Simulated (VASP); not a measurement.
# NiO (Fm-3m) in VASP: single point with LDA+U

Aim: the single point of NiO with LDA+U.

Everything below comes from runs of VASP 6.6.1. Logs are shortened: lines on timing, memory, paths and dates and some standing lists are left out, and cuts for length are marked.

**1. The cell of the first run**

The structure is cubic, space group Fm-3m (No. 225). The conventional cell has a = 4.183 Å, b = 4.183 Å, c = 4.183 Å, α = 90.00°, β = 90.00°, γ = 90.00°. Ni (site symmetry m-3m) has 6 O at 2.09 Å within 2.8 Å. Within 2.8 Å of O (site symmetry m-3m) lie 6 Ni at 2.09 Å.

**2. Single point, LDA+U**

The input, INCAR:

```
SYSTEM = NiO
ALGO = Normal
EDIFF = 1E-6
ENCUT = 700
GGA = CA
GGA_COMPAT = .False.
ISIF = 2
ISMEAR = 0
LASPH = .True.
LCHARG = .False.
LDAU = .True.
LDAUJ = 0 0
LDAUL = 2 -1
LDAUPRINT = 1
LDAUTYPE = 2
LDAUU = 4.2 0
LMAXMIX = 4
LREAL = .False.
LWAVE = .False.
NBANDS = 19
NELM = 200
PREC = Accurate
SIGMA = 0.05
```

The input, KPOINTS:

```
k-points
0
Gamma
  12 12 12
  0 0 0
```

The input, POSCAR:

```
NiO
1.0
    0.0000000000      2.0913095126      2.0913095126
    2.0913095126      0.0000000000      2.0913095126
    2.0913095126      2.0913095126      0.0000000000
Ni O
1 1
Direct
    0.0000000000      0.0000000000      0.0000000000
    0.5000000000      0.5000000000      0.5000000000
```

Potentials or basis: VASP PAW LDA potentials, release 64 (Ni_sv_GW, O).

Run with:

```
cat potpaw_LDA.64/Ni_sv_GW/POTCAR potpaw_LDA.64/O/POTCAR > POTCAR
mpirun -np 1 vasp_std > vasp.out
```

OUTCAR:

```text
SYSTEM = NiO
   EDIFF = 1E-6
   ENCUT = 700
   GGA = CA
   ISIF = 2
   ISMEAR = 0
   LASPH = .True.
   LREAL = .False.
   NELM = 200
   PREC = Accurate

 ion  position               nearest neighbor table
   1  0.000  0.000  0.000-   2 2.09   2 2.09   2 2.09   2 2.09   2 2.09   2 2.09
   2  0.500  0.500  0.500-   1 2.09   1 2.09   1 2.09   1 2.09   1 2.09   1 2.09

  LATTYP: Found a face centered cubic cell.
 ALAT       =     4.1826190252

  Lattice vectors:

 A1 = (   0.0000000000,   2.0913095126,   2.0913095126)
 A2 = (   2.0913095126,   0.0000000000,   2.0913095126)
 A3 = (   2.0913095126,   2.0913095126,   0.0000000000)

Analysis of symmetry for initial positions (statically):
=====================================================================
 Subroutine PRICEL returns:
 Original cell was already a primitive cell.

 Routine SETGRP: Setting up the symmetry group for a
 face centered cubic supercell.

 Subroutine GETGRP returns: Found 48 space group operations
 (whereof 48 operations were pure point group operations)
 out of a pool of 48 trial point group operations.

The static configuration has the point symmetry O_h .

Analysis of symmetry for dynamics (positions and initial velocities):
=====================================================================
 Subroutine PRICEL returns:
 Original cell was already a primitive cell.

 Routine SETGRP: Setting up the symmetry group for a
 face centered cubic supercell.

 Subroutine GETGRP returns: Found 48 space group operations
 (whereof 48 operations were pure point group operations)
 out of a pool of 48 trial point group operations.

The dynamic configuration has the point symmetry O_h .

 Subroutine INISYM returns: Found 48 space group operations
 (whereof 48 operations are pure point group operations),
 and found     1 'primitive' translations

----------------------------------------------------------------------------------------

                                     Primitive cell

  volume of cell :      18.2930

  direct lattice vectors                    reciprocal lattice vectors
     0.000000000  2.091309513  2.091309513    -0.239084649  0.239084649  0.239084649
     2.091309513  0.000000000  2.091309513     0.239084649 -0.239084649  0.239084649
     2.091309513  2.091309513  0.000000000     0.239084649  0.239084649 -0.239084649

  length of vectors
     2.957558276  2.957558276  2.957558276     0.414106759  0.414106759  0.414106759

  position of ions in fractional coordinates (direct lattice)
     0.000000000  0.000000000  0.000000000
     0.500000000  0.500000000  0.500000000

  ion indices of the primitive-cell ions
   primitive index   ion index
                 1           1
                 2           2

----------------------------------------------------------------------------------------

 KPOINTS: k-points

Automatic generation of k-mesh.
 Grid dimensions read from file:
 generate k-points for:   12   12   12

 Generating k-lattice:

  Cartesian coordinates                     Fractional coordinates (reciprocal lattice)
    -0.019923721  0.019923721  0.019923721     0.083333333  0.000000000  0.000000000
     0.019923721 -0.019923721  0.019923721     0.000000000  0.083333333  0.000000000
     0.019923721  0.019923721 -0.019923721     0.000000000  0.000000000  0.083333333

  Length of vectors
     0.034508897  0.034508897  0.034508897

  Shift w.r.t. Gamma in fractional coordinates (k-lattice)
     0.000000000  0.000000000  0.000000000

 Subroutine IBZKPT returns following result:
 ===========================================

 Found     72 irreducible k-points:

 Following reciprocal coordinates:
            Coordinates               Weight
  0.000000  0.000000  0.000000      1.000000
  0.083333  0.000000  0.000000      8.000000
  0.166667  0.000000  0.000000      8.000000
  0.250000  0.000000  0.000000      8.000000
  0.333333  0.000000  0.000000      8.000000
  0.416667  0.000000  0.000000      8.000000
[... 16 lines left out ...]
  0.500000  0.166667  0.000000     24.000000
 -0.416667  0.166667  0.000000     24.000000
 [... further k-points ...]
   k-points           NKPTS =     72   k-points in BZ     NKDIM =     72   number of bands    NBANDS=     19
   number of dos      NEDOS =    301   number of ions     NIONS =      2
   total plane-waves  NPLWV =  21952
   dimension x,y,z NGX =    28 NGY =   28 NGZ =   28
   dimension x,y,z NGXF=    56 NGYF=   56 NGZF=   56
   ions per type =               1   1
   NGX,Y,Z   is equivalent  to a cutoff of  15.74, 15.74, 15.74 a.u.
   NGXF,Y,Z  is equivalent  to a cutoff of  31.48, 31.48, 31.48 a.u.
 SYSTEM =  NiO
   PREC   = accura    normal or accurate (medium, high low for compatibility)
   ISTART =      0    job   : 0-new  1-cont  2-samecut
   ICHARG =      2    charge: 1-file 2-atom 10-const
   ISPIN  =      1    spin polarized calculation?
   LNONCOLLINEAR =      F non collinear calculations
   LSORBIT =      F    spin-orbit coupling
   LASPH  =      T    aspherical Exc in radial PAW
   ENCUT  =  700.0 eV  51.45 Ry    7.17 a.u.   6.38  6.38  6.38*2*pi/ulx,y,z
   NELM   =    200;   NELMIN=  2; NELMDL= -5     # of ELM steps
   EDIFF  = 0.1E-05   stopping-criterion for ELM
   LREAL  =      F    real-space projection
   EDIFFG = 0.1E-04   stopping-criterion for IOM
   NSW    =      0    number of steps for IOM
   IBRION =     -1    ionic relax: 0-MD 1-quasi-New 2-CG
   NFREE  =      0    steps in history (QN), initial steepest desc. (CG)
   ISIF   =      2    stress and relaxation
   ISYM   =      2    0-nonsym 1-usesym 2-fastsym
   POTIM  = 0.5000    time-step for ionic-motion
   TEBEG  =    0.0;   TEEND  =   0.0 temperature during run
   PSTRESS=    0.0 pullay stress
   NELECT =      24.0000    total number of electrons
   NUPDOWN=      -1.0000    fix difference up-down
   EMIN   =  10.00;   EMAX   =-10.00  energy-range for DOS
   EFERMI =   0.00;   METHOD = LEGACY
   ISMEAR =     0;   SIGMA  =   0.05  broadening in eV -4-tet -1-fermi 0-gaus
   EFERMI_NEDOS =   21; number of points for ismear=-14 and -15
   IALGO  =     38    algorithm
   IMIX   =      4    mixing-type and parameters
     AMIX     =   0.40;   BMIX     =  1.00
     AMIX_MAG =   1.60;   BMIX_MAG =  1.00
  volume/ion in A,a.u.               =       9.15        61.72
  Fermi-wavevector in a.u.,A,eV,Ry     =   1.792188  3.386745 43.701074  3.211938
  Thomas-Fermi vector in A             =   2.854603
   LORBIT       =      0    0 simple, 1 ext, 2 COOP (PROOUT), +10 PAW based schemes
 LDA+U is selected, type is set to LDAUTYPE =  2
   angular momentum for each species LDAUL =     2   -1
   U (eV)           for each species LDAUU =   4.2  0.0
   J (eV)           for each species LDAUJ =   0.0  0.0
   GGA     = CA    functional components
   LHFCALC =     F    Hartree Fock is set to
   AEXX    =    0.0000 exact exchange contribution
   IVDW    =     0    specifies the selected vdW correction
   LEPSILON=     F    determine dielectric tensor
   LRPA    =     F    only Hartree local field effects (RPA)
 non-spin polarized calculation
 Gauss-broadening in eV      SIGMA  =   0.05
  energy-cutoff  :      700.00
  volume of cell :       18.29
 maximum number of plane-waves:       781
 NGX is ok and might be reduce to    28
   NGX = 13   NGY = 13   NGZ = 13

atom =   1  type =  1  l = 2

 onsite density matrix

spin component  1

  0.9179  0.0000 -0.0000  0.0000 -0.0000
  0.0000  0.9179 -0.0000  0.0000  0.0000
 -0.0000 -0.0000  0.6067  0.0000 -0.0000
  0.0000  0.0000  0.0000  0.9179 -0.0000
 -0.0000  0.0000 -0.0000 -0.0000  0.6067

spin component  2

  0.9179  0.0000 -0.0000  0.0000 -0.0000
  0.0000  0.9179 -0.0000  0.0000  0.0000
 -0.0000 -0.0000  0.6067  0.0000 -0.0000
  0.0000  0.0000  0.0000  0.9179 -0.0000
 -0.0000  0.0000 -0.0000 -0.0000  0.6067

 occupancies and eigenvectors

  o =  0.6067  v =  0.0000  0.0000  0.0149  0.0000  0.9999  0.0000  0.0000  0.0000  0.0000  0.0000      0.0000  0.0000  0.0000  0.0000  0.0000  0.0000  0.0000  0.0000  0.0000  0.0000
  o =  0.6067  v =  0.0000  0.0000  0.0000  0.0000  0.0000  0.0000  0.0000  0.0149  0.0000  0.9999      0.0000  0.0000  0.0000  0.0000  0.0000  0.0000  0.0000  0.0000  0.0000  0.0000
  o =  0.6067  v =  0.0000  0.0000  0.9999  0.0000 -0.0149  0.0000  0.0000  0.0000  0.0000  0.0000      0.0000  0.0000  0.0000  0.0000  0.0000  0.0000  0.0000  0.0000  0.0000  0.0000
  o =  0.6067  v =  0.0000  0.0000  0.0000  0.0000  0.0000  0.0000  0.0000  0.9999  0.0000 -0.0149      0.0000  0.0000  0.0000  0.0000  0.0000  0.0000  0.0000  0.0000  0.0000  0.0000
  o =  0.9179  v =  0.0000  0.3922  0.0000 -0.9199  0.0000  0.0000  0.0000  0.0000  0.0000  0.0000      0.0000  0.0000  0.0000  0.0000  0.0000  0.0000  0.0000  0.0000  0.0000  0.0000
  o =  0.9179  v =  0.0000  0.0000  0.0000  0.0000  0.0000  0.0000  0.3922  0.0000 -0.9199  0.0000      0.0000  0.0000  0.0000  0.0000  0.0000  0.0000  0.0000  0.0000  0.0000  0.0000
  o =  0.9179  v =  1.0000  0.0000  0.0000  0.0000  0.0000  0.0000  0.0000  0.0000  0.0000  0.0000      0.0000  0.0000  0.0000  0.0000  0.0000  0.0000  0.0000  0.0000  0.0000  0.0000
  o =  0.9179  v =  0.0000  0.0000  0.0000  0.0000  0.0000  1.0000  0.0000  0.0000  0.0000  0.0000      0.0000  0.0000  0.0000  0.0000  0.0000  0.0000  0.0000  0.0000  0.0000  0.0000
  o =  0.9179  v =  0.0000  0.0000  0.0000  0.0000  0.0000  0.0000  0.9199 -0.0000  0.3922 -0.0000      0.0000  0.0000  0.0000  0.0000  0.0000  0.0000  0.0000  0.0000  0.0000  0.0000
  o =  0.9179  v =  0.0000  0.9199 -0.0000  0.3922 -0.0000  0.0000  0.0000  0.0000  0.0000  0.0000      0.0000  0.0000  0.0000  0.0000  0.0000  0.0000  0.0000  0.0000  0.0000  0.0000

 number of electron      24.0000000 magnetization

 Free energy of the ion-electron system (eV)
  ---------------------------------------------------
  ext. energy  EPLUGINS =         0.00000000
  ---------------------------------------------------
  free energy    TOTEN  =       -11.12059680 eV

  energy without entropy =      -11.11939221  energy(sigma->0) =      -11.11999450

 E-fermi :   6.4367     XC(G=0): -13.5364

 val. band max:        6.4013879968   @ k =   0.4167   0.3333   0.0833
 cond. band min:       6.4761180158   @ k =  -0.2500   0.5000   0.2500
 fundamental gap:      0.0747300190
 Fermi energy:         6.4366902226

 k-point     1 :       0.0000    0.0000    0.0000
  band No.  band energies     occupation
      1     -94.9496      2.00000
      2     -55.9748      2.00000
      3     -55.9748      2.00000
      4     -55.9748      2.00000
      5     -13.6793      2.00000
      6       3.3506      2.00000
[... 505 lines left out ...]
      6      -1.3788      2.00000
[... 11 lines left out ...]
     18      28.6131      0.00000
     19      30.4601      0.00000

 [... further k-points ...]

------------------------ aborting loop because EDIFF is reached ----------------------------------------

  FORCE on cell =-STRESS in cart. coord.  units (eV):
  Direction    XX          YY          ZZ          XY          YZ          ZX
  --------------------------------------------------------------------------------------
  -------------------------------------------------------------------------------------
  Total       -2.4840859     -2.4840859     -2.4840859     -0.0000000     -0.0000000      0.0000000
  in kB     -217.5666127   -217.5666127   -217.5666127     -0.0000000     -0.0000000      0.0000000
  external PRESSURE =    -217.5666127 kB  Pullay stress =       0.0000000 kB

 VOLUME and BASIS-vectors are now :
 -----------------------------------------------------------------------------
  energy-cutoff  :      700.00
  volume of cell :       18.29
      direct lattice vectors                 reciprocal lattice vectors
     0.000000000  2.091309513  2.091309513    -0.239084649  0.239084649  0.239084649
     2.091309513  0.000000000  2.091309513     0.239084649 -0.239084649  0.239084649
     2.091309513  2.091309513  0.000000000     0.239084649  0.239084649 -0.239084649

 POSITION                                       TOTAL-FORCE (eV/Angst)
 -----------------------------------------------------------------------------------
      0.00000      0.00000      0.00000         0.000000      0.000000      0.000000
      2.09131      2.09131      2.09131        -0.000000     -0.000000     -0.000000
 -----------------------------------------------------------------------------------
    total drift:                               -0.000000      0.000000      0.000000

  FREE ENERGIE OF THE ION-ELECTRON SYSTEM (eV)
  ---------------------------------------------------
  free  energy   TOTEN  =       -11.1205967969 eV

  energy  without entropy=      -11.1193922054  energy(sigma->0) =      -11.11999450
```

Wall time 27 s (1 thread of Intel Xeon 6975P-C (Granite Rapids), shared host); peak memory 0.18 GiB.

Results:

```yaml
Free_energy: -11.1206 eV
Pressure: -21.8 GPa
Band_gap_on_the_k_mesh: zero (bands 12 and 13 overlap by 2.87 eV)
```

Eigenvalues of the final occupation matrices:
```tsv
site	spin	trace	eigenvalues
site 1 d	1	3.97	0.61 0.61 0.92 0.92 0.92
site 1 d	2	3.97	0.61 0.61 0.92 0.92 0.92
```

Caveat: the cell stands under tension; the run has no spin polarisation, though such a crystal can be magnetic; U without spin polarisation on a metal has little footing.

The gap in the log of VASP goes by the Fermi energy; the results here count the filled bands.